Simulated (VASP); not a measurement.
# H2Pt12C in VASP: single point with LDA

Aim: the single point of H2Pt12C with LDA.

All numbers are computed with VASP 6.6.1; they aren't measurements. Logs are shortened: lines on timing, memory, paths and dates and some standing lists are left out, and cuts for length are marked.

**1. The cell of the first run**

The cell holds a slab with vacuum, 15 atoms: a = 5.544 Å, b = 5.544 Å, c = 15.526 Å, α = 90.00°, β = 90.00°, γ = 60.00°.

**2. Single point, LDA**

Contents of INCAR:

```
SYSTEM = H2Pt12C
ALGO = Normal
EDIFF = 1E-6
ENCUT = 520
GGA = CA
ISIF = 2
ISMEAR = 0
LASPH = .True.
LCHARG = .False.
LREAL = Auto
LWAVE = .False.
NBANDS = 76
NELM = 100
PREC = Accurate
SIGMA = 0.05
```

Contents of KPOINTS:

```
k-points
0
Gamma
  4 4 1
  0 0 0
```

Contents of POSCAR:

```
H2Pt12C
1.0
    5.5437170000      0.0000000000      0.0000000000
    2.7718590000      4.8010000000      0.0000000000
    0.0000000000      0.0000000000     15.5264260000
Pt C H
12 1 2
Direct
    0.1666667000      0.1666667000      0.0644063000
    0.6666667000      0.1666667000      0.0644063000
    0.1666667000      0.6666667000      0.0644063000
    0.6666667000      0.6666667000      0.0644063000
   -0.1607194663      0.3297804693      0.2080001201
    0.3443075406      0.3277936418      0.2093816775
   -0.1607678312      0.8307738859      0.2080075124
    0.3444331597      0.8277507061      0.2113844406
    0.0198540559     -0.0102541538      0.3496242237
    0.5080065085     -0.0037482551      0.3607973869
    0.0023333971      0.4984797332      0.3489905644
    0.5078886756      0.4952743052      0.3607639179
    0.5288151490      0.2353595677      0.4549141501
    0.7249850984      0.1373338267      0.4922325795
    0.3423110872      0.3286262310      0.4965488554
```

Potentials or basis: VASP PAW LDA potentials, release 64 (Pt, C, H).

The run is started by

```sh
> cat potpaw_LDA.64/Pt/POTCAR potpaw_LDA.64/C/POTCAR potpaw_LDA.64/H/POTCAR > POTCAR
> mpirun -np 1 vasp_std > vasp.out
```

OUTCAR:

```text
SYSTEM = H2Pt12C
   EDIFF = 1E-6
   ENCUT = 520
   GGA = CA
   ISIF = 2
   ISMEAR = 0
   LASPH = .True.
   LREAL = Auto
   NELM = 100
   PREC = Accurate

 ion  position               nearest neighbor table
   1  0.167  0.167  0.064-   5 2.73   4 2.77   4 2.77   2 2.77   2 2.77   3 2.77   3 2.77   6 2.78
                             8 2.80
   2  0.667  0.167  0.064-   6 2.73   5 2.75   7 2.75   3 2.77   3 2.77   1 2.77   1 2.77   4 2.77
                             4 2.77
   3  0.167  0.667  0.064-   7 2.73   2 2.77   2 2.77   4 2.77   4 2.77   1 2.77   1 2.77   6 2.78
                             8 2.80
   4  0.667  0.667  0.064-   7 2.75   5 2.75   8 2.76   1 2.77   1 2.77   3 2.77   3 2.77   2 2.77
                             2 2.77
   5  0.839  0.330  0.208-  11 2.71   1 2.73   9 2.74   6 2.75   2 2.75   8 2.75   4 2.75   7 2.77
                             7 2.78   8 2.79   6 2.79  12 2.86
   6  0.344  0.328  0.209-  11 2.72   2 2.73   5 2.75   7 2.75   8 2.77   8 2.77   1 2.78   3 2.78
                             7 2.79   5 2.79  12 2.84  10 2.84
   7  0.839  0.831  0.208-  11 2.71   3 2.73   9 2.74   6 2.75   2 2.75   8 2.75   4 2.75   5 2.77
                             5 2.78   8 2.79   6 2.79  10 2.86
   8  0.344  0.828  0.211-   9 2.65   7 2.75   5 2.75   4 2.76   6 2.77   6 2.77   5 2.79   7 2.79
                             3 2.80   1 2.80  10 2.81  12 2.82
   9  0.020  0.990  0.350-   8 2.65  12 2.73  10 2.73   7 2.74   5 2.74  11 2.77  11 2.77  10 2.83
                            12 2.83
  10  0.508  0.996  0.361-  13 2.01   9 2.73  11 2.76  12 2.77  12 2.78  11 2.80   8 2.81   9 2.83
                             6 2.84   7 2.86
  11  0.002  0.498  0.349-   5 2.71   7 2.71   6 2.72  12 2.76  10 2.76   9 2.77   9 2.77  12 2.80
                            10 2.80
  12  0.508  0.495  0.361-  13 2.01   9 2.73  11 2.76  10 2.77  10 2.78  11 2.80   8 2.82   9 2.83
                             6 2.84   5 2.86
  13  0.529  0.235  0.455-  15 1.10  14 1.11  10 2.01  12 2.01
  14  0.725  0.137  0.492-  13 1.11
  15  0.342  0.329  0.497-  13 1.10

  LATTYP: Found a hexagonal cell.
 ALAT       =     5.5437174636
 C/A-ratio  =     2.8007246224

  Lattice vectors:

 A1 = (  -2.7718590000,  -4.8010000000,   0.0000000000)
 A2 = (   5.5437170000,   0.0000000000,   0.0000000000)
 A3 = (   0.0000000000,   0.0000000000,  15.5264260000)

Analysis of symmetry for initial positions (statically):
=====================================================================
 Subroutine PRICEL returns:
 Original cell was already a primitive cell.

 Routine SETGRP: Setting up the symmetry group for a
 hexagonal supercell.

 Subroutine GETGRP returns: Found  1 space group operations
 (whereof  1 operations were pure point group operations)
 out of a pool of 24 trial point group operations.

The static configuration has the point symmetry C_1 .

Analysis of symmetry for dynamics (positions and initial velocities):
=====================================================================
 Subroutine PRICEL returns:
 Original cell was already a primitive cell.

 Routine SETGRP: Setting up the symmetry group for a
 hexagonal supercell.

 Subroutine GETGRP returns: Found  1 space group operations
 (whereof  1 operations were pure point group operations)
 out of a pool of 24 trial point group operations.

The dynamic configuration has the point symmetry C_1 .

 Subroutine INISYM returns: Found  1 space group operations
 (whereof  1 operations are pure point group operations),
 and found     1 'primitive' translations

----------------------------------------------------------------------------------------

                                     Primitive cell

  volume of cell :     413.2418

  direct lattice vectors                    reciprocal lattice vectors
     5.543717000  0.000000000  0.000000000     0.180384388 -0.104144989  0.000000000
     2.771859000  4.801000000  0.000000000     0.000000000  0.208289940  0.000000000
     0.000000000  0.000000000 15.526426000     0.000000000  0.000000000  0.064406322

  length of vectors
     5.543717000  5.543717464 15.526426000     0.208289957  0.208289940  0.064406322

  position of ions in fractional coordinates (direct lattice)
     0.166666700  0.166666700  0.064406300
     0.666666700  0.166666700  0.064406300
     0.166666700  0.666666700  0.064406300
     0.666666700  0.666666700  0.064406300
     0.839280534  0.329780469  0.208000120
     0.344307541  0.327793642  0.209381677
     0.839232169  0.830773886  0.208007512
     0.344433160  0.827750706  0.211384441
     0.019854056  0.989745846  0.349624224
     0.508006509  0.996251745  0.360797387
     0.002333397  0.498479733  0.348990564
     0.507888676  0.495274305  0.360763918
     0.528815149  0.235359568  0.454914150
     0.724985098  0.137333827  0.492232579
     0.342311087  0.328626231  0.496548855

  ion indices of the primitive-cell ions
   primitive index   ion index
                 1           1
                 2           2
                 3           3
                 4           4
                 5           5
                 6           6
                 7           7
                 8           8
                 9           9
                10          10
                11          11
                12          12
                13          13
                14          14
                15          15

----------------------------------------------------------------------------------------

 KPOINTS: k-points

Automatic generation of k-mesh.
 Grid dimensions read from file:
 generate k-points for:    4    4    1

 Generating k-lattice:

  Cartesian coordinates                     Fractional coordinates (reciprocal lattice)
     0.045096097 -0.026036247  0.000000000     0.250000000 -0.000000000  0.000000000
     0.000000000  0.052072485  0.000000000     0.000000000  0.250000000  0.000000000
     0.000000000  0.000000000  0.064406322     0.000000000  0.000000000  1.000000000

  Length of vectors
     0.052072489  0.052072485  0.064406322

  Shift w.r.t. Gamma in fractional coordinates (k-lattice)
     0.000000000  0.000000000  0.000000000

 Subroutine IBZKPT returns following result:
 ===========================================

 Found     10 irreducible k-points:

 Following reciprocal coordinates:
            Coordinates               Weight
  0.000000  0.000000  0.000000      1.000000
  0.250000  0.000000  0.000000      2.000000
  0.250000  0.250000  0.000000      2.000000
  0.000000  0.250000  0.000000      2.000000
  0.500000  0.000000  0.000000      1.000000
  0.500000  0.500000  0.000000      1.000000
  0.000000  0.500000  0.000000      1.000000
  0.500000  0.250000  0.000000      2.000000
  0.250000  0.500000  0.000000      2.000000
 -0.250000  0.250000  0.000000      2.000000
   k-points           NKPTS =     10   k-points in BZ     NKDIM =     10   number of bands    NBANDS=     76
   number of dos      NEDOS =    301   number of ions     NIONS =     15
   total plane-waves  NPLWV = 211680
   dimension x,y,z NGX =    42 NGY =   42 NGZ =  120
   dimension x,y,z NGXF=    84 NGYF=   84 NGZF=  240
   ions per type =              12   1   2
   NGX,Y,Z   is equivalent  to a cutoff of  12.60, 12.60, 12.85 a.u.
   NGXF,Y,Z  is equivalent  to a cutoff of  25.19, 25.19, 25.70 a.u.
 SYSTEM =  H2Pt12C
   PREC   = accura    normal or accurate (medium, high low for compatibility)
   ISTART =      0    job   : 0-new  1-cont  2-samecut
   ICHARG =      2    charge: 1-file 2-atom 10-const
   ISPIN  =      1    spin polarized calculation?
   LNONCOLLINEAR =      F non collinear calculations
   LSORBIT =      F    spin-orbit coupling
   LASPH  =      T    aspherical Exc in radial PAW
   ENCUT  =  520.0 eV  38.22 Ry    6.18 a.u.  10.31 10.31 28.87*2*pi/ulx,y,z
   NELM   =    100;   NELMIN=  2; NELMDL= -5     # of ELM steps
   EDIFF  = 0.1E-05   stopping-criterion for ELM
   LREAL  =      T    real-space projection
   EDIFFG = 0.1E-04   stopping-criterion for IOM
   NSW    =      0    number of steps for IOM
   IBRION =     -1    ionic relax: 0-MD 1-quasi-New 2-CG
   NFREE  =      0    steps in history (QN), initial steepest desc. (CG)
   ISIF   =      2    stress and relaxation
   ISYM   =      2    0-nonsym 1-usesym 2-fastsym
   POTIM  = 0.5000    time-step for ionic-motion
   TEBEG  =    0.0;   TEEND  =   0.0 temperature during run
   PSTRESS=    0.0 pullay stress
   NELECT =     126.0000    total number of electrons
   NUPDOWN=      -1.0000    fix difference up-down
   EMIN   =  10.00;   EMAX   =-10.00  energy-range for DOS
   EFERMI =   0.00;   METHOD = LEGACY
   ISMEAR =     0;   SIGMA  =   0.05  broadening in eV -4-tet -1-fermi 0-gaus
   EFERMI_NEDOS =   21; number of points for ismear=-14 and -15
   IALGO  =     38    algorithm
   IMIX   =      4    mixing-type and parameters
     AMIX     =   0.40;   BMIX     =  1.00
     AMIX_MAG =   1.60;   BMIX_MAG =  1.00
  volume/ion in A,a.u.               =      27.55       185.91
  Fermi-wavevector in a.u.,A,eV,Ry     =   1.101870  2.082232 16.519064  1.214117
  Thomas-Fermi vector in A             =   2.238304
   LORBIT       =      0    0 simple, 1 ext, 2 COOP (PROOUT), +10 PAW based schemes
   GGA     = CA    functional components
   LHFCALC =     F    Hartree Fock is set to
   AEXX    =    0.0000 exact exchange contribution
   IVDW    =     0    specifies the selected vdW correction
   LEPSILON=     F    determine dielectric tensor
   LRPA    =     F    only Hartree local field effects (RPA)
 non-spin polarized calculation
 Gauss-broadening in eV      SIGMA  =   0.05
  energy-cutoff  :      520.00
  volume of cell :      413.24
 maximum number of plane-waves:     11163
 NGX is ok and might be reduce to    42
   NGX = 21   NGY = 21   NGZ = 57

 number of electron     126.0000003 magnetization

 Free energy of the ion-electron system (eV)
  ---------------------------------------------------
  ext. energy  EPLUGINS =         0.00000000
  ---------------------------------------------------
  free energy    TOTEN  =      -100.39697418 eV

  energy without entropy =     -100.36757084  energy(sigma->0) =     -100.38227251

 E-fermi :   1.9944     XC(G=0):  -7.5327

 val. band max:        1.9927883324   @ k =   0.2500   0.5000   0.0000
 cond. band min:       1.9977906060   @ k =  -0.2500   0.2500   0.0000
 fundamental gap:      0.0050022735
 Fermi energy:         1.9943588991

 k-point     1 :       0.0000    0.0000    0.0000
  band No.  band energies     occupation
      1     -10.3528      2.00000
      2      -7.2810      2.00000
      3      -5.6253      2.00000
      4      -5.1687      2.00000
      5      -5.1183      2.00000
      6      -4.8327      2.00000
[... 67 lines left out ...]
     74       4.9026      0.00000
     75       4.9379      0.00000

 k-point     2 :       0.2500    0.0000    0.0000
  band No.  band energies     occupation
      1     -10.3136      2.00000
      2      -6.7775      2.00000
      3      -5.2590      2.00000
      4      -4.8838      2.00000
      5      -4.8293      2.00000
      6      -4.6329      2.00000
[... 616 lines left out ...]
 k-point    10 :      -0.2500    0.2500    0.0000
  band No.  band energies     occupation
      1     -10.2529      2.00000
      2      -5.8936      2.00000
      3      -4.8622      2.00000
      4      -4.7322      2.00000
      5      -4.5851      2.00000
      6      -4.4507      2.00000
[... 67 lines left out ...]
     74       6.3061      0.00000
     75       6.6011      0.00000
 [bands above 75 left out]

------------------------ aborting loop because EDIFF is reached ----------------------------------------

  FORCE on cell =-STRESS in cart. coord.  units (eV):
  Direction    XX          YY          ZZ          XY          YZ          ZX
  --------------------------------------------------------------------------------------
  -------------------------------------------------------------------------------------
  Total      -19.9239162    -20.4929107      0.4116418     -0.4896647      0.0345002     -0.0338401
  in kB      -77.2468952    -79.4529405      1.5959740     -1.8984760      0.1337605     -0.1312012
  external PRESSURE =     -51.7012872 kB  Pullay stress =       0.0000000 kB

 VOLUME and BASIS-vectors are now :
 -----------------------------------------------------------------------------
  energy-cutoff  :      520.00
  volume of cell :      413.24
      direct lattice vectors                 reciprocal lattice vectors
     5.543717000  0.000000000  0.000000000     0.180384388 -0.104144989  0.000000000
     2.771859000  4.801000000  0.000000000     0.000000000  0.208289940  0.000000000
     0.000000000  0.000000000 15.526426000     0.000000000  0.000000000  0.064406322

 POSITION                                       TOTAL-FORCE (eV/Angst)
 -----------------------------------------------------------------------------------
      1.38593      0.80017      1.00000         0.047626     -0.065267     -0.184329
      4.15779      0.80017      1.00000         0.003405     -0.001732      0.145648
      2.77186      3.20067      1.00000         0.080174     -0.007933     -0.183019
      5.54372      3.20067      1.00000        -0.119259      0.068461      0.166950
      5.56684      1.58328      3.22950        -0.010769      0.006002      0.000669
      2.81734      1.57374      3.25095         0.001068     -0.002604     -0.009728
      6.95525      3.98855      3.22961        -0.009050      0.002472     -0.000359
      4.20385      3.97403      3.28204         0.007486     -0.007339     -0.007186
      2.85350      4.75177      5.42841        -0.013165      0.009846      0.030779
      5.57771      4.78300      5.60189        -0.018250     -0.039792     -0.043074
      1.39465      2.39320      5.41858         0.000772      0.003149      0.035975
      4.18842      2.37781      5.60137         0.026979      0.032294     -0.041047
      3.58399      1.12996      7.06319        -0.001744      0.005339      0.049491
      4.39978      0.65934      7.64261         0.032784     -0.018850      0.018791
      2.80858      1.57773      7.70963        -0.028057      0.015954      0.020439
 -----------------------------------------------------------------------------------
    total drift:                               -0.004900      0.004262      0.052184

  FREE ENERGIE OF THE ION-ELECTRON SYSTEM (eV)
  ---------------------------------------------------
  free  energy   TOTEN  =      -100.3969741833 eV

  energy  without entropy=     -100.3675708444  energy(sigma->0) =     -100.38227251
```

Wall time 16 min (1 thread of Intel Xeon Platinum 8488C (Sapphire Rapids), shared host); peak memory 0.48 GiB.

Results:

```
Free energy            : -100.3970 eV
Largest force          : 0.216 eV/Å
Band gap on the k mesh : zero (bands 63 and 64 overlap by 0.45 eV)
```

Forces in eV/Å, atoms in the order of the input:
```
Pt   0.048 -0.065 -0.184
Pt   0.003 -0.002  0.146
Pt   0.080 -0.008 -0.183
Pt  -0.119  0.068  0.167
Pt  -0.011  0.006  0.001
Pt   0.001 -0.003 -0.010
Pt  -0.009  0.002  0.000
Pt   0.007 -0.007 -0.007
Pt  -0.013  0.010  0.031
Pt  -0.018 -0.040 -0.043
Pt   0.001  0.003  0.036
Pt   0.027  0.032 -0.041
C   -0.002  0.005  0.049
H    0.033 -0.019  0.019
H   -0.028  0.016  0.020
```

Caveat: spin-orbit coupling is left out, which moves the levels of the heavy elements.
